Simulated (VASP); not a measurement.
# Co (P6_3/mmc) in VASP: notebook

Co is run at these levels: PBE; tasks: single point.

Program: VASP 6.6.1. These are calculated values, not measurements. Logs are shortened: lines on timing, memory, paths and dates and some standing lists are left out, and cuts for length are marked.

## 1. The cell of the first run

Symmetry: P6_3/mmc, No. 194, hexagonal system. Conventional cell: a = 2.471 Å, b = 2.471 Å, c = 8.088 Å, α = 90.00°, β = 90.00°, γ = 120.00°. Co (site symmetry -6m2) has 12 Co at 2.47 Å within 3.3 Å. Within 3.3 Å of Co (site symmetry -3m) lie 12 Co at 2.47 Å.

## 2. Single point, PBE, collinear spin, ferromagnetic start

INCAR reads:

```
PREC = Accurate
ENCUT = 520
EDIFF = 1E-6
ISMEAR = 0
SIGMA = 0.02
LREAL = F
LASPH = T
NELM = 150
ALGO = Normal
ISIF = 2
LWAVE = F
LCHARG = T
ISPIN = 2
MAGMOM = 2 2 2 2
LORBIT = 11
LMAXMIX = 4
GGA = PE
LELF = T
LVHAR = T
NBANDS = 30
```

KPOINTS reads:

```
Automatic mesh
0
Gamma
  12 12 4
```

POSCAR reads:

```
Co
1.0
    2.4705617809      0.0000000000      0.0000000000
   -1.2352808905      2.1395692639      0.0000000000
    0.0000000000      0.0000000000      8.0882338000
Co
4
Direct
    0.6666666667      0.3333333333      0.7500000000
    0.0000000000      0.0000000000      0.5000000000
    0.3333333333      0.6666666667      0.2500000000
    0.0000000000      0.0000000000      0.0000000000
```

Potentials or basis: VASP PAW PBE potentials, release 64 (Co).

Run with:

```bash
$ cat potpaw_PBE.64/Co/POTCAR > POTCAR
$ mpirun -np 1 vasp_std > vasp.out
```

OUTCAR:

```text
PREC = Accurate
   ENCUT = 520
   EDIFF = 1E-6
   ISMEAR = 0
   LREAL = F
   LASPH = T
   NELM = 150
   ISIF = 2
   ISPIN = 2
   LORBIT = 11
   GGA = PE

 ion  position               nearest neighbor table
   1  0.667  0.333  0.750-   2 2.47   4 2.47   2 2.47   4 2.47   2 2.47   4 2.47
   2  0.000  0.000  0.500-   1 2.47   3 2.47   1 2.47   3 2.47   1 2.47   3 2.47
   3  0.333  0.667  0.250-   2 2.47   4 2.47   2 2.47   4 2.47   2 2.47   4 2.47
   4  0.000  0.000  0.000-   1 2.47   3 2.47   1 2.47   3 2.47   1 2.47   3 2.47

  LATTYP: Found a hexagonal cell.
 ALAT       =     2.4705617809
 C/A-ratio  =     3.2738439745

  Lattice vectors:

 A1 = (   2.4705617809,   0.0000000000,   0.0000000000)
 A2 = (  -1.2352808905,   2.1395692639,   0.0000000000)
 A3 = (   0.0000000000,   0.0000000000,   8.0882338000)

Analysis of symmetry for initial positions (statically):
=====================================================================
 Subroutine PRICEL returns:
 Original cell was already a primitive cell.

 Routine SETGRP: Setting up the symmetry group for a
 hexagonal supercell.

 Subroutine GETGRP returns: Found 24 space group operations
 (whereof 12 operations were pure point group operations)
 out of a pool of 24 trial point group operations.

The static configuration has the point symmetry D_3d.
 The point group associated with its full space group is D_6h.

Analysis of symmetry for dynamics (positions and initial velocities):
=====================================================================
 Subroutine PRICEL returns:
 Original cell was already a primitive cell.

 Routine SETGRP: Setting up the symmetry group for a
 hexagonal supercell.

 Subroutine GETGRP returns: Found 24 space group operations
 (whereof 12 operations were pure point group operations)
 out of a pool of 24 trial point group operations.

The dynamic configuration has the point symmetry D_3d.
 The point group associated with its full space group is D_6h.

Analysis of structural, dynamic, and magnetic symmetry:
=====================================================================
 Subroutine PRICEL returns:
 Original cell was already a primitive cell.

 Routine SETGRP: Setting up the symmetry group for a
 hexagonal supercell.

 Subroutine GETGRP returns: Found 24 space group operations
 (whereof 12 operations were pure point group operations)
 out of a pool of 24 trial point group operations.

The overall configuration has the point symmetry D_3d.
 The point group associated with its full space group is D_6h.

 Subroutine INISYM returns: Found 24 space group operations
 (whereof 12 operations are pure point group operations),
 and found     1 'primitive' translations

----------------------------------------------------------------------------------------

                                     Primitive cell

  volume of cell :      42.7539

  direct lattice vectors                    reciprocal lattice vectors
     2.470561781  0.000000000  0.000000000     0.404766239  0.233691897  0.000000000
    -1.235280890  2.139569264  0.000000000     0.000000000  0.467383794  0.000000000
     0.000000000  0.000000000  8.088233800     0.000000000  0.000000000  0.123636386

  length of vectors
     2.470561781  2.470561781  8.088233800     0.467383794  0.467383794  0.123636386

  position of ions in fractional coordinates (direct lattice)
     0.666666667  0.333333333  0.750000000
     0.000000000  0.000000000  0.500000000
     0.333333333  0.666666667  0.250000000
     0.000000000  0.000000000  0.000000000

  ion indices of the primitive-cell ions
   primitive index   ion index
                 1           1
                 2           2
                 3           3
                 4           4

----------------------------------------------------------------------------------------

 KPOINTS: Automatic mesh

Automatic generation of k-mesh.
 Grid dimensions read from file:
 generate k-points for:   12   12    4

 Generating k-lattice:

  Cartesian coordinates                     Fractional coordinates (reciprocal lattice)
     0.033730520  0.019474325  0.000000000     0.083333333  0.000000000  0.000000000
     0.000000000  0.038948649  0.000000000     0.000000000  0.083333333  0.000000000
     0.000000000  0.000000000  0.030909097     0.000000000  0.000000000  0.250000000

  Length of vectors
     0.038948649  0.038948649  0.030909097

  Shift w.r.t. Gamma in fractional coordinates (k-lattice)
     0.000000000  0.000000000  0.000000000

 Subroutine IBZKPT returns following result:
 ===========================================

 Found     57 irreducible k-points:

 Following reciprocal coordinates:
            Coordinates               Weight
  0.000000  0.000000  0.000000      1.000000
  0.083333  0.000000  0.000000      6.000000
  0.166667 -0.000000  0.000000      6.000000
  0.250000  0.000000  0.000000      6.000000
  0.333333  0.000000  0.000000      6.000000
  0.416667  0.000000  0.000000      6.000000
[... 16 lines left out ...]
  0.250000  0.000000  0.250000     12.000000
  0.333333  0.000000  0.250000     12.000000
 [... further k-points ...]
   k-points           NKPTS =     57   k-points in BZ     NKDIM =     57   number of bands    NBANDS=     30
   number of dos      NEDOS =    301   number of ions     NIONS =      4
   total plane-waves  NPLWV =  19440
   dimension x,y,z NGX =    18 NGY =   18 NGZ =   60
   dimension x,y,z NGXF=    36 NGYF=   36 NGZF=  120
   ions per type =               4
   NGX,Y,Z   is equivalent  to a cutoff of  12.11, 12.11, 12.33 a.u.
   NGXF,Y,Z  is equivalent  to a cutoff of  24.22, 24.22, 24.66 a.u.
 SYSTEM =  unknown system
   PREC   = accura    normal or accurate (medium, high low for compatibility)
   ISTART =      0    job   : 0-new  1-cont  2-samecut
   ICHARG =      2    charge: 1-file 2-atom 10-const
   ISPIN  =      2    spin polarized calculation?
   LNONCOLLINEAR =      F non collinear calculations
   LSORBIT =      F    spin-orbit coupling
   LASPH  =      T    aspherical Exc in radial PAW
   ENCUT  =  520.0 eV  38.22 Ry    6.18 a.u.   4.59  4.59 15.04*2*pi/ulx,y,z
   NELM   =    150;   NELMIN=  2; NELMDL= -5     # of ELM steps
   EDIFF  = 0.1E-05   stopping-criterion for ELM
   LREAL  =      F    real-space projection
   EDIFFG = 0.1E-04   stopping-criterion for IOM
   NSW    =      0    number of steps for IOM
   IBRION =     -1    ionic relax: 0-MD 1-quasi-New 2-CG
   NFREE  =      0    steps in history (QN), initial steepest desc. (CG)
   ISIF   =      2    stress and relaxation
   ISYM   =      2    0-nonsym 1-usesym 2-fastsym
   POTIM  = 0.5000    time-step for ionic-motion
   TEBEG  =    0.0;   TEEND  =   0.0 temperature during run
   PSTRESS=    0.0 pullay stress
   NELECT =      36.0000    total number of electrons
   NUPDOWN=      -1.0000    fix difference up-down
   EMIN   =  10.00;   EMAX   =-10.00  energy-range for DOS
   EFERMI =   0.00;   METHOD = LEGACY
   ISMEAR =     0;   SIGMA  =   0.02  broadening in eV -4-tet -1-fermi 0-gaus
   EFERMI_NEDOS =   21; number of points for ismear=-14 and -15
   IALGO  =     38    algorithm
   IMIX   =      4    mixing-type and parameters
     AMIX     =   0.40;   BMIX     =  1.00
     AMIX_MAG =   1.60;   BMIX_MAG =  1.00
  volume/ion in A,a.u.               =      10.69        72.13
  Fermi-wavevector in a.u.,A,eV,Ry     =   1.545908  2.921343 32.515647  2.389833
  Thomas-Fermi vector in A             =   2.651220
   LORBIT       =     11    0 simple, 1 ext, 2 COOP (PROOUT), +10 PAW based schemes
   GGA     = PE    functional components
   LHFCALC =     F    Hartree Fock is set to
   AEXX    =    0.0000 exact exchange contribution
   IVDW    =     0    specifies the selected vdW correction
   LEPSILON=     F    determine dielectric tensor
   LRPA    =     F    only Hartree local field effects (RPA)
 spin polarized calculation
 Gauss-broadening in eV      SIGMA  =   0.02
  energy-cutoff  :      520.00
  volume of cell :       42.75
 maximum number of plane-waves:      1170
   NGX =  9   NGY =  9   NGZ = 31

 number of electron      35.9999991 magnetization       6.5826269

 Free energy of the ion-electron system (eV)
  ---------------------------------------------------
  ext. energy  EPLUGINS =         0.00000000
  ---------------------------------------------------
  free energy    TOTEN  =       -28.10101945 eV

  energy without entropy =      -28.10001264  energy(sigma->0) =      -28.10051605

 E-fermi :  10.5294     XC(G=0): -13.4929

 val. band max:       10.5278448744   @ k =   0.4167   0.0833   0.2500
 cond. band min:      10.5400199046   @ k =   0.2500   0.0833   0.2500
 fundamental gap:      0.0121750302
 Fermi energy:        10.5293680029

 spin component 1

 k-point     1 :       0.0000    0.0000    0.0000
  band No.  band energies     occupation
      1       1.4637      1.00000
      2       3.6789      1.00000
      3       3.7043      1.00000
      4       5.2560      1.00000
      5       7.4491      1.00000
      6       7.4868      1.00000
[... 22 lines left out ...]
     29      33.0933      0.00000
     30      34.0313      0.00000

 k-point     2 :       0.0833    0.0000    0.0000
  band No.  band energies     occupation
      1       1.7118      1.00000
      2       3.8910      1.00000
      3       3.9161      1.00000
      4       5.4122      1.00000
      5       7.2952      1.00000
      6       7.3872      1.00000
[... 22 lines left out ...]
     29      32.1106      0.00000
     30      32.2114      0.00000

 k-point     3 :       0.1667   -0.0000    0.0000
  band No.  band energies     occupation
      1       2.4288      1.00000
      2       4.4585      1.00000
      3       4.4831      1.00000
      4       5.8053      1.00000
      5       7.0253      1.00000
      6       7.1745      1.00000
[... 682 lines left out ...]
     29      26.6027      0.00000
     30      29.0231      0.00000

 k-point    24 :       0.3333    0.0000    0.2500
  band No.  band energies     occupation
      1       4.7284      1.00000
      2       5.1212      1.00000
      3       5.6425      1.00000
      4       6.0933      1.00000
      5       6.3775      1.00000
      6       6.4990      1.00000
[... 22 lines left out ...]
     29      25.3017      0.00000
     30      26.1557      0.00000

 [... further k-points ...]

 spin component 2

 k-point     1 :       0.0000    0.0000    0.0000
  band No.  band energies     occupation
      1       1.4814      1.00000
      2       3.7818      1.00000
      3       3.7823      1.00000
      4       6.1908      1.00000
      5       8.7997      1.00000
      6       8.8652      1.00000
[... 22 lines left out ...]
     29      32.8072      0.00000
     30      33.7717      0.00000

 k-point     2 :       0.0833    0.0000    0.0000
  band No.  band energies     occupation
      1       1.7305      1.00000
      2       3.9994      1.00000
      3       3.9998      1.00000
      4       6.3672      1.00000
      5       8.6733      1.00000
      6       8.8061      1.00000
[... 22 lines left out ...]
     29      32.0328      0.00000
     30      32.2063      0.00000

 k-point     3 :       0.1667   -0.0000    0.0000
  band No.  band energies     occupation
      1       2.4548      1.00000
      2       4.6056      1.00000
      3       4.6060      1.00000
      4       6.8261      1.00000
      5       8.4153      1.00000
      6       8.5742      1.00000
[... 682 lines left out ...]
     29      26.9887      0.00000
     30      29.3225      0.00000

 k-point    24 :       0.3333    0.0000    0.2500
  band No.  band energies     occupation
      1       4.9913      1.00000
      2       5.6373      1.00000
      3       6.5571      1.00000
      4       7.2711      1.00000
      5       7.5829      1.00000
      6       7.8241      1.00000
[... 22 lines left out ...]
     29      25.6828      0.00000
     30      26.5656      0.00000

 [... further k-points ...]
[... 5 lines left out ...]
  --------------------------------------------------------------------------------------
  -------------------------------------------------------------------------------------
  Total        1.3893394      1.3893394      0.2268745     -0.0000000     -0.0000000      0.0000000
  in kB       52.0646775     52.0646775      8.5019898     -0.0000000     -0.0000000      0.0000000
  external PRESSURE =      37.5437816 kB  Pullay stress =       0.0000000 kB

 VOLUME and BASIS-vectors are now :
 -----------------------------------------------------------------------------
  energy-cutoff  :      520.00
  volume of cell :       42.75
      direct lattice vectors                 reciprocal lattice vectors
     2.470561781  0.000000000  0.000000000     0.404766239  0.233691897  0.000000000
    -1.235280890  2.139569264  0.000000000     0.000000000  0.467383794  0.000000000
     0.000000000  0.000000000  8.088233800     0.000000000  0.000000000  0.123636386

 POSITION                                       TOTAL-FORCE (eV/Angst)
 -----------------------------------------------------------------------------------
      1.23528      0.71319      6.06618        -0.000000      0.000000     -0.000000
      0.00000      0.00000      4.04412         0.000000      0.000000     -0.000000
     -0.00000      1.42638      2.02206         0.000000     -0.000000      0.000000
      0.00000      0.00000      0.00000         0.000000      0.000000     -0.000000
 -----------------------------------------------------------------------------------
    total drift:                                0.000000     -0.000000      0.000000

  FREE ENERGIE OF THE ION-ELECTRON SYSTEM (eV)
  ---------------------------------------------------
  free  energy   TOTEN  =       -28.1010194527 eV

  energy  without entropy=      -28.1000126393  energy(sigma->0) =      -28.10051605

 total charge

# of ion       s       p       d       tot
------------------------------------------
    1        0.497   0.539   7.263   8.298
    2        0.498   0.535   7.272   8.304
    3        0.497   0.539   7.263   8.298
    4        0.498   0.535   7.272   8.304
--------------------------------------------------
tot          1.988   2.148  29.070  33.205

 magnetization (x)

# of ion       s       p       d       tot
------------------------------------------
    1       -0.013  -0.052   1.737   1.672
    2       -0.013  -0.049   1.710   1.648
    3       -0.013  -0.052   1.737   1.672
    4       -0.013  -0.049   1.710   1.648
--------------------------------------------------
tot         -0.052  -0.201   6.894   6.641
```

It took 99 s on 1 thread of Intel Xeon Platinum 8488C (Sapphire Rapids), shared host; peak memory 0.23 GiB.

What came out:

| Property | Result |
| --- | --- |
| Free energy | -28.1010 eV |
| Pressure | 3.8 GPa |
| Net moment | 6.58 μB per cell |
| Site moments | Co +1.67, +1.65 (each value once) μB |
| Valence electrons inside the program's atomic spheres | Co 8.30 |

Stress tensor (GPa, compression positive):
```
5.21 0.00 0.00
0.00 5.21 0.00
0.00 0.00 0.85
```

Caveat: the cell stands under pressure.

(Continued in part 2 of 2.)
